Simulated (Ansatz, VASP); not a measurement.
# CaPb: VASP beside Ansatz

The input INCAR:

```
SYSTEM = CaPb
PREC     = Accurate       ! precision mode
ENCUT    = 520            ! plane-wave cutoff, eV
EDIFF    = 1E-6           ! SCF threshold, eV
ISMEAR   = 0              ! smearing method
SIGMA    = 0.15           ! smearing width, eV
LREAL    = .FALSE.        ! projectors in reciprocal space
LASPH    = .TRUE.         ! aspherical terms in the spheres
NELM     = 100            ! most SCF steps
ALGO     = Fast           ! electronic algorithm
ISIF     = 2              ! what is computed and relaxed
LWAVE    = .FALSE.        ! write WAVECAR
LCHARG   = .FALSE.        ! write CHGCAR
GGA      = CA             ! functional
NBANDS   = 19             ! bands
```

KPOINTS

```
Automatic mesh
0
G
  14 14 10
  0 0 0
```

The input POSCAR:

```
CaPb
1.0
    3.3816920808      0.0000000000      0.0000000000
    0.0000000000      3.3816920808      0.0000000000
    0.0000000000      0.0000000000      4.4140575486
Ca Pb
1 1
Direct
    0.0000000000      0.0000000000     -0.0499200560
    0.5000000000      0.5000000000      0.5096558687
```

Input for Ansatz:

```yaml
crystal:
  lattice:
    - [3.3816920808, 0.0, 0.0]
    - [0.0, 3.3816920808, 0.0]
    - [0.0, 0.0, 4.4140575486]
  atoms:
    - { symbol: Ca, position: [0.0, 0.0, -0.049920056] }
    - { symbol: Pb, position: [0.5, 0.5, 0.5096558687] }
basis:
  ecutwfc: 420
kpoints:
  mp_grid: { grid: [14, 14, 10] }
hamiltonian:
  xc: lda
scf:
  occupations: { method: gaussian, width: 0.15 }
output:
  forces: true
  stress: true
  eigenvalues: true
```

Change from the starting cell: mode 6 frozen in at -0.226 Å, equal normal strain along x, y and z -0.0250.

Alike in both runs: task single point; functional LDA; k mesh 14 × 14 × 10; occupations gaussian, width 0.15 eV; no spin polarisation.

|  | VASP | Ansatz |
| --- | --- | --- |
| version | VASP 6.6.1 | Ansatz 0.2.0 |
| potentials or method | VASP PAW LDA potentials, release 64 (Ca_sv, Pb_d), cutoff 520 eV | scalar-relativistic, plane waves, PAW |
| valence electrons in the cell | 24 | 24 |

|  | VASP | Ansatz | Ansatz less VASP |
| --- | --- | --- | --- |
| gap on the k mesh at the Fermi level (eV) | none | none | - |
| pressure (GPa) | 5.5 | 5.4 | -0.17 |
| traceless stress, the component that is largest in VASP (GPa) | -1.28 | -1.31 | -0.033 |
| rms of the force components (eV/Å) | 0.725 | 0.715 | -0.0097 |

LDA's correlation is that of Perdew and Zunger in VASP and of Perdew and Wang (1992) in Ansatz. Atom by atom the forces differ by 0.010 eV/Å (rms over components). A gap of «none» marks a metal or a gap that the smearing closes.

Spin-orbit coupling is off throughout.
